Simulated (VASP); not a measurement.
# Ti3Se (P-6m2) in VASP: further runs

Runs on Ti3Se. Level: PBEsol. Tasks: single point.

Everything below comes from runs of VASP 6.6.1. Logs are shortened: lines on timing, memory, paths and dates and some standing lists are left out, and cuts for length are marked.

## Step 1: The cell of the first run

Symmetry: P-6m2, No. 187, hexagonal system. Conventional cell: a = 3.197 Å, b = 3.197 Å, c = 7.943 Å, α = 90.00°, β = 90.00°, γ = 120.00°. Within 3.4 Å of Ti (site symmetry 3m) lie 3 Se at 2.58 Å and 9 Ti at 2.85 to 3.20 Å. Within 3.8 Å of Ti (site symmetry -6m2) lie 12 Ti at 2.85 to 3.20 Å. Se (site symmetry -6m2) has 6 Ti at 2.58 Å and 6 Se at 3.20 Å within 3.4 Å.

## Step 2: Single point, PBEsol

INCAR

```
PREC = Accurate
ENCUT = 500
EDIFF = 1E-6
ISMEAR = -1
SIGMA = 0.1
LREAL = False
LASPH = True
NELM = 120
ALGO = Normal
ISIF = 2
LWAVE = False
LCHARG = False
GGA = PS
NBANDS = 29
GGA_COMPAT = False
```

KPOINTS

```
Automatic mesh
0
Gamma
  8 8 3
```

POSCAR

```
Ti3Se
1.0
    3.1974460000      0.0000000000      0.0000000000
   -1.5987230000      2.7690694632      0.0000000000
    0.0000000000      0.0000000000      7.9427450000
Ti Se
3 1
Direct
    0.3333333333      0.6666666667      0.2270980000
    0.3333333333      0.6666666667      0.7729020000
    0.6666666667      0.3333333333      0.5000000000
    0.0000000000      0.0000000000      0.0000000000
```

Potentials or basis: VASP PAW PBE potentials, release 64 (Ti_sv, Se).

On the command line:

```sh
$ cat potpaw_PBE.64/Ti_sv/POTCAR potpaw_PBE.64/Se/POTCAR > POTCAR
$ mpirun -np 1 vasp_std > vasp.out
```

OUTCAR:

```text
PREC = Accurate
   ENCUT = 500
   EDIFF = 1E-6
   ISMEAR = -1
   LREAL = False
   LASPH = True
   NELM = 120
   ISIF = 2
   GGA = PS

 ion  position               nearest neighbor table
   1  0.333  0.667  0.227-   4 2.58   4 2.58   4 2.58   3 2.85   3 2.85   3 2.85
   2  0.333  0.667  0.773-   4 2.58   4 2.58   4 2.58   3 2.85   3 2.85   3 2.85
   3  0.667  0.333  0.500-   1 2.85   2 2.85   1 2.85   2 2.85   1 2.85   2 2.85
   4  0.000  0.000  0.000-   1 2.58   2 2.58   1 2.58   2 2.58   1 2.58   2 2.58

  LATTYP: Found a hexagonal cell.
 ALAT       =     3.1974460000
 C/A-ratio  =     2.4840904272

  Lattice vectors:

 A1 = (   3.1974460000,   0.0000000000,   0.0000000000)
 A2 = (  -1.5987230000,   2.7690694632,   0.0000000000)
 A3 = (   0.0000000000,   0.0000000000,   7.9427450000)

Analysis of symmetry for initial positions (statically):
=====================================================================
 Subroutine PRICEL returns:
 Original cell was already a primitive cell.

 Routine SETGRP: Setting up the symmetry group for a
 hexagonal supercell.

 Subroutine GETGRP returns: Found 12 space group operations
 (whereof 12 operations were pure point group operations)
 out of a pool of 24 trial point group operations.

The static configuration has the point symmetry D_3h.

Analysis of symmetry for dynamics (positions and initial velocities):
=====================================================================
 Subroutine PRICEL returns:
 Original cell was already a primitive cell.

 Routine SETGRP: Setting up the symmetry group for a
 hexagonal supercell.

 Subroutine GETGRP returns: Found 12 space group operations
 (whereof 12 operations were pure point group operations)
 out of a pool of 24 trial point group operations.

The dynamic configuration has the point symmetry D_3h.

 Subroutine INISYM returns: Found 12 space group operations
 (whereof 12 operations are pure point group operations),
 and found     1 'primitive' translations

----------------------------------------------------------------------------------------

                                     Primitive cell

  volume of cell :      70.3247

  direct lattice vectors                    reciprocal lattice vectors
     3.197446000  0.000000000  0.000000000     0.312749613  0.180566073  0.000000000
    -1.598723000  2.769069463  0.000000000     0.000000000  0.361132147  0.000000000
     0.000000000  0.000000000  7.942745000     0.000000000  0.000000000  0.125901058

  length of vectors
     3.197446000  3.197446000  7.942745000     0.361132147  0.361132147  0.125901058

  position of ions in fractional coordinates (direct lattice)
     0.333333333  0.666666667  0.227098000
     0.333333333  0.666666667  0.772902000
     0.666666667  0.333333333  0.500000000
     0.000000000  0.000000000  0.000000000

  ion indices of the primitive-cell ions
   primitive index   ion index
                 1           1
                 2           2
                 3           3
                 4           4

----------------------------------------------------------------------------------------

 KPOINTS: Automatic mesh

Automatic generation of k-mesh.
 Grid dimensions read from file:
 generate k-points for:    8    8    3

 Generating k-lattice:

  Cartesian coordinates                     Fractional coordinates (reciprocal lattice)
     0.039093702  0.022570759  0.000000000     0.125000000  0.000000000  0.000000000
     0.000000000  0.045141518  0.000000000     0.000000000  0.125000000  0.000000000
     0.000000000  0.000000000  0.041967019     0.000000000  0.000000000  0.333333333

  Length of vectors
     0.045141518  0.045141518  0.041967019

  Shift w.r.t. Gamma in fractional coordinates (k-lattice)
     0.000000000  0.000000000  0.000000000

 Subroutine IBZKPT returns following result:
 ===========================================

 Found     20 irreducible k-points:

 Following reciprocal coordinates:
            Coordinates               Weight
  0.000000  0.000000  0.000000      1.000000
  0.125000  0.000000  0.000000      6.000000
  0.250000  0.000000  0.000000      6.000000
  0.375000  0.000000  0.000000      6.000000
  0.500000  0.000000  0.000000      3.000000
  0.125000  0.125000  0.000000      6.000000
[... 12 lines left out ...]
  0.250000  0.250000  0.333333     12.000000
  0.375000  0.250000  0.333333     12.000000
   k-points           NKPTS =     20   k-points in BZ     NKDIM =     20   number of bands    NBANDS=     29
   number of dos      NEDOS =    301   number of ions     NIONS =      4
   total plane-waves  NPLWV =  34560
   dimension x,y,z NGX =    24 NGY =   24 NGZ =   60
   dimension x,y,z NGXF=    48 NGYF=   48 NGZF=  120
   ions per type =               3   1
   NGX,Y,Z   is equivalent  to a cutoff of  12.48, 12.48, 12.56 a.u.
   NGXF,Y,Z  is equivalent  to a cutoff of  24.96, 24.96, 25.12 a.u.
 SYSTEM =  unknown system
   PREC   = accura    normal or accurate (medium, high low for compatibility)
   ISTART =      0    job   : 0-new  1-cont  2-samecut
   ICHARG =      2    charge: 1-file 2-atom 10-const
   ISPIN  =      1    spin polarized calculation?
   LNONCOLLINEAR =      F non collinear calculations
   LSORBIT =      F    spin-orbit coupling
   LASPH  =      T    aspherical Exc in radial PAW
   ENCUT  =  500.0 eV  36.75 Ry    6.06 a.u.   5.83  5.83 14.48*2*pi/ulx,y,z
   NELM   =    120;   NELMIN=  2; NELMDL= -5     # of ELM steps
   EDIFF  = 0.1E-05   stopping-criterion for ELM
   LREAL  =      F    real-space projection
   EDIFFG = 0.1E-04   stopping-criterion for IOM
   NSW    =      0    number of steps for IOM
   IBRION =     -1    ionic relax: 0-MD 1-quasi-New 2-CG
   NFREE  =      0    steps in history (QN), initial steepest desc. (CG)
   ISIF   =      2    stress and relaxation
   ISYM   =      2    0-nonsym 1-usesym 2-fastsym
   POTIM  = 0.5000    time-step for ionic-motion
   TEBEG  =    0.0;   TEEND  =   0.0 temperature during run
   PSTRESS=    0.0 pullay stress
   NELECT =      42.0000    total number of electrons
   NUPDOWN=      -1.0000    fix difference up-down
   EMIN   =  10.00;   EMAX   =-10.00  energy-range for DOS
   EFERMI =   0.00;   METHOD = LEGACY
   ISMEAR =    -1;   SIGMA  =   0.10  broadening in eV -4-tet -1-fermi 0-gaus
   EFERMI_NEDOS =   21; number of points for ismear=-14 and -15
   IALGO  =     38    algorithm
   IMIX   =      4    mixing-type and parameters
     AMIX     =   0.40;   BMIX     =  1.00
     AMIX_MAG =   1.60;   BMIX_MAG =  1.00
  volume/ion in A,a.u.               =      17.58       118.64
  Fermi-wavevector in a.u.,A,eV,Ry     =   1.378654  2.605279 25.860424  1.900688
  Thomas-Fermi vector in A             =   2.503696
   LORBIT       =      0    0 simple, 1 ext, 2 COOP (PROOUT), +10 PAW based schemes
   GGA     = PS    functional components
   LHFCALC =     F    Hartree Fock is set to
   AEXX    =    0.0000 exact exchange contribution
   IVDW    =     0    specifies the selected vdW correction
   LEPSILON=     F    determine dielectric tensor
   LRPA    =     F    only Hartree local field effects (RPA)
 non-spin polarized calculation
  energy-cutoff  :      500.00
  volume of cell :       70.32
 maximum number of plane-waves:      1811
 NGX is ok and might be reduce to    24
   NGX = 11   NGY = 11   NGZ = 29

 number of electron      42.0000000 magnetization

 Free energy of the ion-electron system (eV)
  ---------------------------------------------------
  ext. energy  EPLUGINS =         0.00000000
  ---------------------------------------------------
  free energy    TOTEN  =       -30.94749708 eV

  energy without entropy =      -30.83262452  energy(sigma->0) =      -30.89006080

 E-fermi :   7.9168     XC(G=0): -11.4808

 val. band max:        7.8468607091   @ k =   0.3750   0.2500   0.3333
 cond. band min:       7.9236465468   @ k =   0.2500   0.2500   0.0000
 fundamental gap:      0.0767858377
 Fermi energy:         7.9168229659

 k-point     1 :       0.0000    0.0000    0.0000
  band No.  band energies     occupation
      1     -48.8667      2.00000
      2     -48.8452      2.00000
      3     -48.6982      2.00000
      4     -25.4435      2.00000
      5     -25.3473      2.00000
      6     -25.0732      2.00000
[... 21 lines left out ...]
     28       9.6057      0.00000
     29       9.6057      0.00000

 k-point     2 :       0.1250    0.0000    0.0000
  band No.  band energies     occupation
      1     -48.8605      2.00000
      2     -48.8413      2.00000
      3     -48.6968      2.00000
      4     -25.4275      2.00000
      5     -25.3515      2.00000
      6     -25.1015      2.00000
[... 21 lines left out ...]
     28       9.5349      0.00000
     29       9.6033      0.00000

 k-point     3 :       0.2500    0.0000    0.0000
  band No.  band energies     occupation
      1     -48.8453      2.00000
      2     -48.8319      2.00000
      3     -48.6937      2.00000
      4     -25.3883      2.00000
      5     -25.3669      2.00000
      6     -25.1898      2.00000
[... 21 lines left out ...]
     28       9.7260      0.00000
     29       9.8395      0.00000

 k-point     4 :       0.3750    0.0000    0.0000
  band No.  band energies     occupation
      1     -48.8296      2.00000
      2     -48.8225      2.00000
      3     -48.6912      2.00000
      4     -25.3911      2.00000
      5     -25.3584      2.00000
      6     -25.2579      2.00000
[... 469 lines left out ...]
     28      10.5641      0.00000
     29      10.7346      0.00000

 k-point    19 :       0.2500    0.2500    0.3333
  band No.  band energies     occupation
      1     -48.8219      2.00000
      2     -48.8197      2.00000
      3     -48.6902      2.00000
      4     -25.3720      2.00000
      5     -25.3385      2.00000
      6     -25.2736      2.00000
[... 21 lines left out ...]
     28      10.6258      0.00000
     29      10.7126      0.00000

 k-point    20 :       0.3750    0.2500    0.3333
  band No.  band energies     occupation
      1     -48.8178      2.00000
      2     -48.8162      2.00000
      3     -48.6897      2.00000
      4     -25.3744      2.00000
      5     -25.3197      2.00000
      6     -25.2808      2.00000
[... 21 lines left out ...]
     28      10.5301      0.00000
     29      10.7403      0.00000

------------------------ aborting loop because EDIFF is reached ----------------------------------------

  FORCE on cell =-STRESS in cart. coord.  units (eV):
  Direction    XX          YY          ZZ          XY          YZ          ZX
  --------------------------------------------------------------------------------------
  -------------------------------------------------------------------------------------
  Total       -1.7852697     -1.7852697     -1.9776403     -0.0000000      0.0000000      0.0000000
  in kB      -40.6730492    -40.6730492    -45.0557481     -0.0000000      0.0000000      0.0000000
  external PRESSURE =     -42.1339488 kB  Pullay stress =       0.0000000 kB

 VOLUME and BASIS-vectors are now :
 -----------------------------------------------------------------------------
  energy-cutoff  :      500.00
  volume of cell :       70.32
      direct lattice vectors                 reciprocal lattice vectors
     3.197446000  0.000000000  0.000000000     0.312749613  0.180566073  0.000000000
    -1.598723000  2.769069463  0.000000000     0.000000000  0.361132147  0.000000000
     0.000000000  0.000000000  7.942745000     0.000000000  0.000000000  0.125901058

 POSITION                                       TOTAL-FORCE (eV/Angst)
 -----------------------------------------------------------------------------------
     -0.00000      1.84605      1.80378         0.000000      0.000000     -0.074839
     -0.00000      1.84605      6.13896         0.000000      0.000000      0.074839
      1.59872      0.92302      3.97137        -0.000000      0.000000     -0.000000
      0.00000      0.00000      0.00000         0.000000      0.000000     -0.000000
 -----------------------------------------------------------------------------------
    total drift:                                0.000000     -0.000000     -0.000000

  FREE ENERGIE OF THE ION-ELECTRON SYSTEM (eV)
  ---------------------------------------------------
  free  energy   TOTEN  =       -30.9474970789 eV

  energy  without entropy=      -30.8326245187  energy(sigma->0) =      -30.89006080
```

It took 1.7 min on 1 thread of AMD EPYC, shared host; peak memory 0.15 GiB.

What came out:

```
Free energy            : -30.9475 eV
Pressure               : -4.2 GPa
Largest force          : 0.075 eV/Å
Band gap on the k mesh : zero (bands 21 and 22 overlap by 0.54 eV)
```

Forces on the atoms (eV/Å):
```
Ti   0.000  0.000 -0.075
Ti   0.000  0.000  0.075
Ti   0.000  0.000  0.000
Se   0.000  0.000  0.000
```

Caveat: the cell stands under tension; the PAW data sets were made with another functional, which shifts forces and pressure a little.

## Step 3: Single point, PBEsol

INCAR

```
PREC = Accurate ; ENCUT = 500
EDIFF = 1E-6 ; ISMEAR = -1
SIGMA = 0.1 ; LREAL = F
LASPH = T ; NELM = 120
ALGO = Normal ; ISIF = 2
LWAVE = F ; LCHARG = F
GGA = PS ; NBANDS = 29
GGA_COMPAT = F
```

KPOINTS

```
regular mesh
0
Gamma
  10 10 4
```

POSCAR is that of step 2.

Potentials or basis: VASP PAW PBE potentials, release 64 (Ti_sv, Se).

On the command line:

```sh
$ cat potpaw_PBE.64/Ti_sv/POTCAR potpaw_PBE.64/Se/POTCAR > POTCAR
$ mpirun -np 1 vasp_std > vasp.out
```

OUTCAR:

```text
PREC = Accurate
   ENCUT = 500
   EDIFF = 1E-6
   ISMEAR = -1
   LREAL = F
   LASPH = T
   NELM = 120
   ISIF = 2
   GGA = PS

 ion  position               nearest neighbor table
   1  0.333  0.667  0.227-   4 2.58   4 2.58   4 2.58   3 2.85   3 2.85   3 2.85
   2  0.333  0.667  0.773-   4 2.58   4 2.58   4 2.58   3 2.85   3 2.85   3 2.85
   3  0.667  0.333  0.500-   1 2.85   2 2.85   1 2.85   2 2.85   1 2.85   2 2.85
   4  0.000  0.000  0.000-   1 2.58   2 2.58   1 2.58   2 2.58   1 2.58   2 2.58

  LATTYP: Found a hexagonal cell.
 ALAT       =     3.1974460000
 C/A-ratio  =     2.4840904272

  Lattice vectors:

 A1 = (   3.1974460000,   0.0000000000,   0.0000000000)
 A2 = (  -1.5987230000,   2.7690694632,   0.0000000000)
 A3 = (   0.0000000000,   0.0000000000,   7.9427450000)

Analysis of symmetry for initial positions (statically):
=====================================================================
 Subroutine PRICEL returns:
 Original cell was already a primitive cell.

 Routine SETGRP: Setting up the symmetry group for a
 hexagonal supercell.

 Subroutine GETGRP returns: Found 12 space group operations
 (whereof 12 operations were pure point group operations)
 out of a pool of 24 trial point group operations.

The static configuration has the point symmetry D_3h.

Analysis of symmetry for dynamics (positions and initial velocities):
=====================================================================
 Subroutine PRICEL returns:
 Original cell was already a primitive cell.

 Routine SETGRP: Setting up the symmetry group for a
 hexagonal supercell.

 Subroutine GETGRP returns: Found 12 space group operations
 (whereof 12 operations were pure point group operations)
 out of a pool of 24 trial point group operations.

The dynamic configuration has the point symmetry D_3h.
[... 112 lines left out ...]
   TEBEG  =    0.0;   TEEND  =   0.0 temperature during run
   PSTRESS=    0.0 pullay stress
   NELECT =      42.0000    total number of electrons
   NUPDOWN=      -1.0000    fix difference up-down
   EMIN   =  10.00;   EMAX   =-10.00  energy-range for DOS
   EFERMI =   0.00;   METHOD = LEGACY
   ISMEAR =    -1;   SIGMA  =   0.10  broadening in eV -4-tet -1-fermi 0-gaus
   EFERMI_NEDOS =   21; number of points for ismear=-14 and -15
   IALGO  =     38    algorithm
   IMIX   =      4    mixing-type and parameters
     AMIX     =   0.40;   BMIX     =  1.00
     AMIX_MAG =   1.60;   BMIX_MAG =  1.00
  volume/ion in A,a.u.               =      17.58       118.64
  Fermi-wavevector in a.u.,A,eV,Ry     =   1.378654  2.605279 25.860424  1.900688
  Thomas-Fermi vector in A             =   2.503696
   LORBIT       =      0    0 simple, 1 ext, 2 COOP (PROOUT), +10 PAW based schemes
   GGA     = PS    functional components
   LHFCALC =     F    Hartree Fock is set to
   AEXX    =    0.0000 exact exchange contribution
   IVDW    =     0    specifies the selected vdW correction
   LEPSILON=     F    determine dielectric tensor
   LRPA    =     F    only Hartree local field effects (RPA)
 non-spin polarized calculation
  energy-cutoff  :      500.00
  volume of cell :       70.32
 maximum number of plane-waves:      1811
 NGX is ok and might be reduce to    24
   NGX = 11   NGY = 11   NGZ = 29

 number of electron      42.0000000 magnetization

 Free energy of the ion-electron system (eV)
  ---------------------------------------------------
  ext. energy  EPLUGINS =         0.00000000
  ---------------------------------------------------
  free energy    TOTEN  =       -30.94870619 eV

  energy without entropy =      -30.83711901  energy(sigma->0) =      -30.89291260

 E-fermi :   7.9135     XC(G=0): -11.4808

 val. band max:        7.8728988374   @ k =   0.4000   0.2000   0.2500
 cond. band min:       7.9251465055   @ k =   0.1000   0.1000   0.0000
 fundamental gap:      0.0522476681
 Fermi energy:         7.9135200686

 k-point     1 :       0.0000    0.0000    0.0000
  band No.  band energies     occupation
      1     -48.8666      2.00000
      2     -48.8453      2.00000
      3     -48.6971      2.00000
      4     -25.4442      2.00000
      5     -25.3483      2.00000
      6     -25.0727      2.00000
[... 757 lines left out ...]
     28      10.5549      0.00000
     29      10.7195      0.00000

 [... further k-points ...]
[... 5 lines left out ...]
  --------------------------------------------------------------------------------------
  -------------------------------------------------------------------------------------
  Total       -1.7886676     -1.7886676     -2.0033312      0.0000000     -0.0000000      0.0000000
  in kB      -40.7504613    -40.7504613    -45.6410524      0.0000000     -0.0000000      0.0000000
  external PRESSURE =     -42.3806583 kB  Pullay stress =       0.0000000 kB

 VOLUME and BASIS-vectors are now :
 -----------------------------------------------------------------------------
  energy-cutoff  :      500.00
  volume of cell :       70.32
      direct lattice vectors                 reciprocal lattice vectors
     3.197446000  0.000000000  0.000000000     0.312749613  0.180566073  0.000000000
    -1.598723000  2.769069463  0.000000000     0.000000000  0.361132147  0.000000000
     0.000000000  0.000000000  7.942745000     0.000000000  0.000000000  0.125901058

 POSITION                                       TOTAL-FORCE (eV/Angst)
 -----------------------------------------------------------------------------------
     -0.00000      1.84605      1.80378        -0.000000      0.000000     -0.068902
     -0.00000      1.84605      6.13896        -0.000000      0.000000      0.068902
      1.59872      0.92302      3.97137         0.000000      0.000000      0.000000
      0.00000      0.00000      0.00000        -0.000000      0.000000      0.000000
 -----------------------------------------------------------------------------------
    total drift:                                0.000000     -0.000000     -0.000000

  FREE ENERGIE OF THE ION-ELECTRON SYSTEM (eV)
  ---------------------------------------------------
  free  energy   TOTEN  =       -30.9487061948 eV

  energy  without entropy=      -30.8371190063  energy(sigma->0) =      -30.89291260
```

It took 3.4 min on 1 thread of AMD EPYC, shared host; peak memory 0.18 GiB.

Results:

```yaml
Free_energy: -30.9487 eV
Pressure: -4.2 GPa
Largest_force: 0.069 eV/Å
Band_gap_on_the_k_mesh: zero (bands 21 and 22 overlap by 0.56 eV)
```

Forces in eV/Å, atoms in the order of the input:
```
Ti   0.000  0.000 -0.069
Ti   0.000  0.000  0.069
Ti   0.000  0.000  0.000
Se   0.000  0.000  0.000
```

Caveat: the cell stands under tension; the PAW data sets were made with another functional, which shifts forces and pressure a little.
